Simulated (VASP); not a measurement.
Si3Sn, 8 atoms in the cell. The structure is tetragonal, space group P-4m2 (No. 115). Conventional cell: a = 4.060 Å, b = 4.060 Å, c = 5.797 Å, α = 90.00°, β = 90.00°, γ = 90.00°. Within 3.2 Å of Si (site symmetry 2mm) lie 2 Si at 2.41 Å and 2 Sn at 2.58 Å. Si (site symmetry -4m2) has 4 Si at 2.41 Å within 3.2 Å. Sn (site symmetry -4m2) has 4 Si at 2.58 Å within 3.4 Å. 

- Program: VASP 6.6.1
- Task: single point
- Functional: PBE
- Potentials or basis: VASP PAW PBE potentials, release 64 (Si, Sn_d)
- Cutoff: 520 eV
- k mesh: 6 × 6 × 2
- Occupations: gaussian, width 0.2 eV
- Spin: no spin polarisation
- Dipole correction: no
- Further INCAR settings: ALGO = Normal; EDIFF = 1e-06; NBANDS = 36

Potentials or basis: VASP PAW PBE potentials, release 64 (Si, Sn_d).

Run with:

```console
$ cat potpaw_PBE.64/Si/POTCAR potpaw_PBE.64/Sn_d/POTCAR > POTCAR
$ mpirun -np 1 vasp_std > vasp.out
```

Hardware: 1 thread of Intel Xeon 8259CL, on a shared host.

Question: How long does it take, and how much memory?

Answer: Wall time 3.9 min on 1 thread of Intel Xeon 8259CL, on a shared host, peak memory 0.32 GiB. Counts: scf iterations 14, k points 20.
